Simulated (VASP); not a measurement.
Write the native input for VASP 6.6.1 that does the following.

```yaml
Task: single point
Functional: r2SCAN
Dispersion: D4
Potentials_or_basis: VASP PAW PBE potentials, release 64 (Sn_d, Se)
Cutoff: 520 eV
k_mesh: 8 × 8 × 8
Occupations: fermi-dirac, width 0.05 eV
Spin: no spin polarisation
Dipole_correction: no
Further_INCAR_settings: ALGO = Normal; EDIFF = 1e-07; NBANDS = 17
```

SnSe:

```
CELL_PARAMETERS angstrom
0.00000 2.96932 2.96932
2.96932 0.00000 2.96932
2.96932 2.96932 0.00000
ATOMIC_POSITIONS crystal
Sn 0.00000 0.00000 0.00000
Se 0.50000 0.50000 0.50000
```

These files were run (other wordings do the same):

POSCAR

```
SnSe
1.0
    0.0000000000      2.9693193375      2.9693193375
    2.9693193375      0.0000000000      2.9693193375
    2.9693193375      2.9693193375      0.0000000000
Sn Se
1 1
Direct
    0.0000000000      0.0000000000      0.0000000000
    0.5000000000      0.5000000000      0.5000000000
```

INCAR.step1

```
SYSTEM = SnSe
PREC = Accurate
ENCUT = 520
ISMEAR = -1
SIGMA = 0.05
LREAL = .False.
LASPH = .True.
NELM = 100
NBANDS = 17
GGA = PE
ALGO = Normal
EDIFF = 1E-4
LWAVE = .True.
LCHARG = .False.
```

INCAR.step2

```
SYSTEM = SnSe
PREC = Accurate
ENCUT = 520
EDIFF = 1E-7
ISMEAR = -1
SIGMA = 0.05
LREAL = .False.
LASPH = .True.
NELM = 100
ALGO = Normal
ISIF = 2
LWAVE = .False.
LCHARG = .False.
METAGGA = R2SCAN
LMIXTAU = .True.
IVDW = 13
VDW_S6 = 1.0
VDW_S8 = 0.6018749
VDW_A1 = 0.51559235
VDW_A2 = 5.77342911
NBANDS = 17
ISTART = 1
```

KPOINTS

```
regular mesh
0
Gamma
  8 8 8
  0 0 0
```

Potentials or basis: VASP PAW PBE potentials, release 64 (Sn_d, Se).

The run is started by

```sh
$ cat potpaw_PBE.64/Sn_d/POTCAR potpaw_PBE.64/Se/POTCAR > POTCAR
$ cp INCAR.step1 INCAR
$ mpirun -np 1 vasp_std > vasp.out
$ cp INCAR.step2 INCAR
$ mpirun -np 1 vasp_std > vasp.out
```

Results of the run:

```yaml
Pressure: 1.4 GPa
Band_gap_on_the_k_mesh: 0.65 eV, direct
Dispersion_energy_per_atom: -0.138 eV
```

Caveat: the PAW data sets were made with another functional, which shifts forces and pressure a little; spin-orbit coupling is left out, which moves the levels of the heavy elements.

Run time: 52 s on 1 thread of Intel(R) Xeon(R) Platinum 8488C (Sapphire Rapids), with other jobs on the host, peak memory 0.19 GiB.
